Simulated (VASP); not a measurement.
# Li8H3F5 (P1) in VASP: single point with HSE06

Aim: the single point of Li8H3F5 with HSE06.

Everything below comes from runs of VASP 6.6.1. Logs are shortened: lines on timing, memory, paths and dates and some standing lists are left out, and cuts for length are marked.

## Step 1: The cell of the first run

The typed cell holds 64 atoms: a = 8.017 Å, b = 8.017 Å, c = 8.017 Å, α = 90.00°, β = 90.00°, γ = 90.00°.

## Step 2: Single point, HSE06

POSCAR reads:

```
Li8H3F5
1.0
    8.0172830000      0.0000000000      0.0000000000
    0.0000000000      8.0172830000      0.0000000000
    0.0000000000      0.0000000000      8.0172830000
H F Li
12 20 32
Direct
    0.2494530000      0.9998900000      0.0016710000
    0.2492230000      0.9997420000      0.4984670000
    0.2492000000      0.5016100000      0.4996320000
    0.7508820000      0.9998880000      0.4970850000
    0.7511240000      0.5002050000      0.4989360000
    0.0016670000      0.7519300000      0.0016710000
    0.0009820000      0.7511410000      0.4984630000
    0.0006540000      0.9989140000      0.2509820000
    0.4988580000      0.0000000000      0.2508920000
    0.2499080000      0.2489290000      0.7490620000
    0.2488270000      0.7529120000      0.2509570000
    0.7502820000      0.2479800000      0.2510810000
    0.2502250000      0.5003490000      0.0000750000
    0.7497390000      0.0000180000      0.9994970000
    0.7502050000      0.4999580000      0.9999780000
    0.9999850000      0.2502040000      0.9998150000
    0.0005500000      0.2506030000      0.5001960000
    0.5000420000      0.2502890000      0.9998500000
    0.4996940000      0.2504150000      0.5000290000
    0.5002400000      0.7500360000      0.9997250000
    0.5005210000      0.7499150000      0.5002320000
    0.9997530000      0.0002190000      0.7497820000
    0.9999560000      0.4997460000      0.2494530000
    0.0002010000      0.5004570000      0.7503780000
    0.5003450000      0.9999190000      0.7495100000
    0.4997320000      0.5004120000      0.2498990000
    0.5001390000      0.5001540000      0.7496490000
    0.2498740000      0.2512470000      0.2500810000
    0.2503180000      0.7506950000      0.7500280000
    0.7502350000      0.2498460000      0.7495080000
    0.7493530000      0.7495400000      0.2493040000
    0.7505570000      0.7503380000      0.7498520000
    0.9994350000      0.0016120000      0.9992980000
    0.0008100000      0.0017510000      0.5002200000
    0.0003180000      0.4988690000      0.0000770000
    0.0003600000      0.4986910000      0.4995560000
    0.5007380000      0.0005810000      0.9991410000
    0.4994290000      0.0007230000      0.5005750000
    0.5000450000      0.4997540000      0.9999240000
    0.4998960000      0.4997310000      0.4996730000
    0.2502360000      0.2507150000      0.0016970000
    0.2502440000      0.2496530000      0.4984440000
    0.2514360000      0.7501750000      0.0000320000
    0.2513280000      0.7511710000      0.4996920000
    0.7499030000      0.2493420000      0.9994150000
    0.7499860000      0.2494320000      0.5000450000
    0.7489700000      0.7506250000      0.0002490000
    0.7489450000      0.7507990000      0.4989300000
    0.2492420000      0.9997890000      0.2497010000
    0.2491110000      0.9985660000      0.7503370000
    0.2489610000      0.5003520000      0.2487300000
    0.2495300000      0.5020970000      0.7509640000
    0.7507370000      0.9981640000      0.2490180000
    0.7509230000      0.9992930000      0.7508070000
    0.7506760000      0.5017480000      0.2484710000
    0.7508550000      0.5008340000      0.7509940000
    0.0010640000      0.2508660000      0.2510290000
    0.9998060000      0.2499920000      0.7491040000
    0.9993800000      0.7494210000      0.2511670000
    0.0004600000      0.7505370000      0.7484690000
    0.4987870000      0.2508710000      0.2510650000
    0.5004260000      0.2499910000      0.7489970000
    0.5005480000      0.7494650000      0.2508560000
    0.5002220000      0.7501210000      0.7491940000
```

INCAR.step1 reads:

```
PREC = Accurate
ENCUT = 520
EDIFF = 1E-5
ISMEAR = -1
SIGMA = 0.05
LREAL = Auto
LASPH = T
NELM = 60
ALGO = Normal
ISIF = 2
LWAVE = T
LCHARG = F
GGA = PE
ISYM = 0
NBANDS = 162
LUSENCCL = F
```

INCAR.step2 reads:

```
PREC = Accurate
ENCUT = 520
EDIFF = 1E-7
ISMEAR = -1
SIGMA = 0.05
LREAL = Auto
LASPH = T
NELM = 60
ALGO = Normal
ISIF = 2
LWAVE = F
LCHARG = F
GGA = PE
LHFCALC = T
HFSCREEN = 0.2079
PRECFOCK = Fast
ISTART = 1
ISYM = 0
NBANDS = 162
LUSENCCL = F
```

KPOINTS reads:

```
Automatic mesh
0
Gamma
  1 1 1
  0.25 0.25 0.25
```

Potentials or basis: VASP PAW PBE potentials, release 64 (H, F, Li_sv).

Run with:

```
$ cat potpaw_PBE.64/H/POTCAR potpaw_PBE.64/F/POTCAR potpaw_PBE.64/Li_sv/POTCAR > POTCAR
$ cp INCAR.step1 INCAR
$ mpirun -np 1 vasp_std > vasp.out
$ cp INCAR.step2 INCAR
$ mpirun -np 1 vasp_std > vasp.out
```

OUTCAR:

```text
PREC = Accurate
   ENCUT = 520
   EDIFF = 1E-7
   ISMEAR = -1
   LREAL = Auto
   LASPH = T
   NELM = 60
   ISIF = 2
   GGA = PE
   LHFCALC = T
   HFSCREEN = 0.2079
   PRECFOCK = Fast
   ISTART = 1
   ISYM = 0

 ion  position               nearest neighbor table
   1  0.249  1.000  0.002-
   2  0.249  1.000  0.498-
   3  0.249  0.502  0.500-
   4  0.751  1.000  0.497-
   5  0.751  0.500  0.499-
   6  0.002  0.752  0.002-
   7  0.001  0.751  0.498-
   8  0.001  0.999  0.251-
   9  0.499  0.000  0.251-
  10  0.250  0.249  0.749-
  11  0.249  0.753  0.251-
  12  0.750  0.248  0.251-
  13  0.250  0.500  0.000-  51 1.99  52 2.00  41 2.00  39 2.00  43 2.00  35 2.00
  14  0.750  0.000  0.999-  54 1.99  37 2.00  45 2.00  47 2.00  53 2.00  33 2.00
  15  0.750  0.500  1.000-  55 1.99  56 2.00  35 2.01  39 2.01  45 2.01  47 2.01
  16  1.000  0.250  1.000-  33 1.99  35 1.99  45 2.00  41 2.01  58 2.01  57 2.01
  17  0.001  0.251  0.500-  36 1.99  34 2.00  58 2.00  57 2.00  42 2.00  46 2.01
[... 16 lines left out ...]
  34  0.001  0.002  0.500-  17 2.00  22 2.00
  35  0.000  0.499  0.000-  16 1.99  23 2.00  24 2.00  13 2.00  15 2.01
  36  0.000  0.499  0.500-  17 1.99  23 2.01  24 2.01
  37  0.501  0.001  0.999-  14 2.00  25 2.00  18 2.00  20 2.01
  38  0.499  0.001  0.501-  25 2.00  19 2.00  21 2.01
  39  0.500  0.500  1.000-  18 2.00  13 2.00  26 2.00  15 2.01  27 2.01  20 2.01
  40  0.500  0.500  0.500-  19 2.00  26 2.00  27 2.00  21 2.01
  41  0.250  0.251  0.002-  28 1.99  13 2.00  18 2.00  16 2.01
  42  0.250  0.250  0.498-  28 1.99  19 2.00  17 2.00
  43  0.251  0.750  0.000-  20 1.99  13 2.00  29 2.00
  44  0.251  0.751  0.500-  21 2.00  29 2.01
  45  0.750  0.249  0.999-  14 2.00  18 2.00  30 2.00  16 2.00  15 2.01
  46  0.750  0.249  0.500-  30 2.00  19 2.01  17 2.01
  47  0.749  0.751  0.000-  20 1.99  31 2.00  14 2.00  32 2.01  15 2.01
  48  0.749  0.751  0.499-  21 1.99  31 2.00  32 2.01
  49  0.249  1.000  0.250-  28 2.02
  50  0.249  0.999  0.750-  29 1.99  22 2.00  25 2.01
  51  0.249  0.500  0.249-  13 1.99  23 2.00  28 2.00  26 2.01
  52  0.250  0.502  0.751-  29 1.99  13 2.00  24 2.00  27 2.01
  53  0.751  0.998  0.249-  31 1.99  14 2.00
  54  0.751  0.999  0.751-  14 1.99  22 1.99  32 2.00  30 2.01  25 2.01
  55  0.751  0.502  0.248-  31 1.99  15 1.99  23 2.00  26 2.01
  56  0.751  0.501  0.751-  15 2.00  24 2.00  32 2.00  27 2.01  30 2.01
  57  0.001  0.251  0.251-  28 1.99  23 2.00  17 2.00  16 2.01
  58  1.000  0.250  0.749-  17 2.00  30 2.00  22 2.00  24 2.01  16 2.01
  59  0.999  0.749  0.251-  23 2.00  31 2.00
  60  0.000  0.751  0.748-  22 2.00  29 2.00  32 2.00  24 2.01
  61  0.499  0.251  0.251-  28 2.00  19 2.00  26 2.00  18 2.01
  62  0.500  0.250  0.749-  19 2.00  30 2.00  25 2.00  27 2.01  18 2.01
[... 217 lines left out ...]
   EFERMI =   0.00;   METHOD = LEGACY
   ISMEAR =    -1;   SIGMA  =   0.05  broadening in eV -4-tet -1-fermi 0-gaus
   EFERMI_NEDOS =   21; number of points for ismear=-14 and -15
   IALGO  =     38    algorithm
   IMIX   =      1    mixing-type and parameters
     AMIX     =   0.40;   BMIX     =  1.00
     AMIX_MAG =   1.60;   BMIX_MAG =  1.00
  volume/ion in A,a.u.               =       8.05        54.34
  Fermi-wavevector in a.u.,A,eV,Ry     =   1.282916  2.424359 22.393463  1.645873
  Thomas-Fermi vector in A             =   2.415199
   LORBIT       =      0    0 simple, 1 ext, 2 COOP (PROOUT), +10 PAW based schemes
   GGA     = PE    functional components
   LHFCALC =     T    Hartree Fock is set to
   PRECFOCK=fast      Normal, Fast or Accurate (Low or Medium for compatibility)
   ENCUT4O =  -1.0   cutoff for four orbital integrals eV
   NKREDX  =     1    reduce k-point grid by
   NKREDY  =     1    reduce k-point grid by
   NKREDZ  =     1    reduce k-point grid by
   AEXX    =    0.2500 exact exchange contribution
   HFSCREEN=    0.2079 screening length (either q_TF or 0.3 A-1)
   HFSCREENC=   0.2079 screening length for correlation (either q_TF or 0.3 A-1)
   ENCUTFOCK=  -1.0 apply spherical cutoff to Coloumb kernel
   IVDW    =     0    specifies the selected vdW correction
   LEPSILON=     F    determine dielectric tensor
   LRPA    =     F    only Hartree local field effects (RPA)
 non-spin polarized calculation
  energy-cutoff  :      520.00
  volume of cell :      515.33
 maximum number of plane-waves:     13895
  NGX = 32; NGY = 32; NGZ = 32

 number of electron     247.9999452 magnetization

 Free energy of the ion-electron system (eV)
  ---------------------------------------------------
  ext. energy  EPLUGINS =         0.00000000
  ---------------------------------------------------
  free energy    TOTEN  =      -308.23634687 eV

  energy without entropy =     -308.23634687  energy(sigma->0) =     -308.23634687

 E-fermi :   1.4591     XC(G=0):  -7.8022

 val. band max:        0.1140544379   @ k =  -0.2500   0.2500   0.2500
 cond. band min:       7.2583448411   @ k =  -0.2500   0.2500   0.2500
 fundamental gap:      7.1442904032
 Fermi energy:         1.4591461648

 k-point     1 :       0.2500    0.2500    0.2500
  band No.  band energies     occupation
      1     -46.5334      2.00000
      2     -46.5173      2.00000
      3     -46.5084      2.00000
      4     -46.5005      2.00000
      5     -46.4920      2.00000
      6     -46.4872      2.00000
[... 545 lines left out ...]
    135       8.8795      0.00000
    136       8.9871      0.00000
 [bands above 136 left out]

------------------------ aborting loop because EDIFF is reached ----------------------------------------

  FORCE on cell =-STRESS in cart. coord.  units (eV):
  Direction    XX          YY          ZZ          XY          YZ          ZX
  --------------------------------------------------------------------------------------
  -------------------------------------------------------------------------------------
  Total        0.6610751      0.6091979      0.6579034     -0.0495310      0.1261356      0.0221927
  in kB        2.0553214      1.8940320      2.0454603     -0.1539948      0.3921630      0.0689985
  external PRESSURE =       1.9982712 kB  Pullay stress =       0.0000000 kB

 VOLUME and BASIS-vectors are now :
 -----------------------------------------------------------------------------
  energy-cutoff  :      520.00
  volume of cell :      515.33
      direct lattice vectors                 reciprocal lattice vectors
     8.017283000  0.000000000  0.000000000     0.124730535  0.000000000  0.000000000
     0.000000000  8.017283000  0.000000000     0.000000000  0.124730535  0.000000000
     0.000000000  0.000000000  8.017283000     0.000000000  0.000000000  0.124730535

 POSITION                                       TOTAL-FORCE (eV/Angst)
 -----------------------------------------------------------------------------------
      1.99994      8.01640      0.01340        -0.001153     -0.001215      0.000168
      1.99809      8.01521      3.99635         0.003811     -0.000592     -0.001201
      1.99791      4.02155      4.00569        -0.000483      0.000648     -0.000007
      6.02003      8.01639      3.98527         0.001047     -0.000985      0.001274
      6.02197      4.01029      4.00011         0.002275     -0.000376     -0.004458
      0.01336      6.02844      0.01340         0.001062      0.002785      0.002233
[... 56 lines left out ...]
      4.01303      6.00867      2.01118         0.007473     -0.006944      0.003928
      4.01042      6.01393      6.00650         0.001040      0.001255     -0.003175
 -----------------------------------------------------------------------------------
    total drift:                                0.008727      0.000875     -0.014262

  FREE ENERGIE OF THE ION-ELECTRON SYSTEM (eV)
  ---------------------------------------------------
  free  energy   TOTEN  =      -308.2363468684 eV

  energy  without entropy=     -308.2363468684  energy(sigma->0) =     -308.23634687
```

It took 14 min on 1 × NVIDIA H100 80GB with 1 thread of AMD EPYC 7R13 (Zen 3), shared host; peak memory 1.6 GiB.

Results:

```
Free energy            : -308.2363 eV
Largest force          : 0.012 eV/Å
Band gap on the k mesh : 7.14 eV
```

Forces on the atoms (eV/Å):
```
H   -0.001 -0.001  0.000
H    0.004 -0.001 -0.001
H    0.000  0.001  0.000
H    0.001 -0.001  0.001
H    0.002  0.000 -0.004
H    0.001  0.003  0.002
H   -0.002 -0.001  0.000
H   -0.001  0.003 -0.001
H    0.001  0.003  0.001
H    0.001 -0.001 -0.001
H   -0.002 -0.004  0.003
H   -0.004 -0.002  0.008
F   -0.004  0.003  0.000
F    0.002 -0.001  0.006
F    0.004  0.001  0.001
F    0.004 -0.005  0.007
F    0.005  0.000 -0.004
F   -0.003 -0.008  0.004
F   -0.004  0.001 -0.003
F   -0.005  0.006  0.005
F    0.001  0.002 -0.004
F    0.006 -0.003 -0.006
F    0.001  0.002  0.002
F    0.005  0.010 -0.005
F   -0.006  0.002 -0.007
F   -0.003  0.000  0.006
F    0.000  0.001 -0.005
F   -0.003 -0.004  0.005
F   -0.005  0.005 -0.003
F    0.000 -0.002 -0.010
F    0.002  0.005  0.001
F    0.007  0.000 -0.005
Li  -0.002 -0.003  0.000
Li  -0.008  0.002  0.001
Li   0.000 -0.006  0.001
Li   0.003 -0.010 -0.002
Li   0.007  0.002 -0.009
Li   0.005  0.001  0.006
Li   0.001 -0.002  0.000
Li  -0.004  0.000  0.000
Li   0.001  0.003  0.007
Li  -0.002  0.002 -0.010
Li   0.001 -0.002 -0.009
Li   0.005 -0.004  0.008
Li  -0.002 -0.002 -0.006
Li   0.001 -0.003  0.002
Li  -0.004  0.002  0.001
Li  -0.009  0.003 -0.002
Li  -0.008  0.005  0.001
Li   0.003 -0.009  0.001
Li   0.001 -0.009 -0.005
Li   0.000  0.005  0.005
Li   0.002  0.003 -0.002
Li  -0.002 -0.002  0.010
Li  -0.003  0.001  0.002
Li   0.002  0.002  0.007
Li   0.005  0.005  0.004
Li  -0.008  0.001 -0.003
Li  -0.003  0.000 -0.005
Li  -0.001  0.000  0.007
Li  -0.003  0.006 -0.001
Li   0.008  0.000 -0.001
Li   0.007 -0.007  0.004
Li   0.001  0.001 -0.003
```

Caveat: the cutoff is under 1.25 times the usual one of these potentials, so pressure, stress and relaxed cells hold a basis-set (Pulay) error; the PAW data sets were made with another functional, which shifts forces and pressure a little; a shifted mesh leaves out Γ, where band edges can lie.
